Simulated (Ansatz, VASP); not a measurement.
# Two plane-wave programs on Te2Mo

```
Te Mo
1.0
     3.46664    0.00000    0.00000
    -1.73332    3.00220    0.00000
     0.00000    0.00000   17.52090
Te Mo
2 1
Cartesian
  0.0000 2.0015 15.7258
  0.0000 2.0015 1.7951
  0.0000 0.0000 0.0000
```

Alike in both runs: task single point; functional LDA; k mesh 9 × 9 × 2; occupations gaussian, width 0.05 eV; no spin polarisation.

|  | VASP | Ansatz |
| --- | --- | --- |
| version | VASP 6.6.1 | Ansatz 0.2.0 |
| potentials or method | VASP PAW LDA potentials, release 64 (Te, Mo_sv), cutoff 520 eV | scalar-relativistic, plane waves, PAW |
| valence electrons in the cell | 26 | 46 |

Ansatz gave:

| Item | Value |
| --- | --- |
| gap on the k mesh at the Fermi level (eV) | 1.24 |
| least direct gap on the mesh (eV) | 1.24 |
| rms of the force components (eV/Å) | 0.002 |

Question: Estimate VASP's values.

Answer: gap on the k mesh at the Fermi level (eV): 1.24; least direct gap on the mesh (eV): 1.24; rms of the force components (eV/Å): 0.025.

Ansatz warns that its potentials were made for another functional, while VASP's fit it. LDA's correlation is that of Perdew and Zunger in VASP and of Perdew and Wang (1992) in Ansatz. Atom by atom the forces differ by 0.028 eV/Å (rms over components). VASP's potentials hold 26 valence electrons a cell and Ansatz's 46, so a difference there can come from the potentials and not from the codes. Ansatz's warnings: xc potential rough in thin density.

Neither program's run includes spin-orbit coupling.
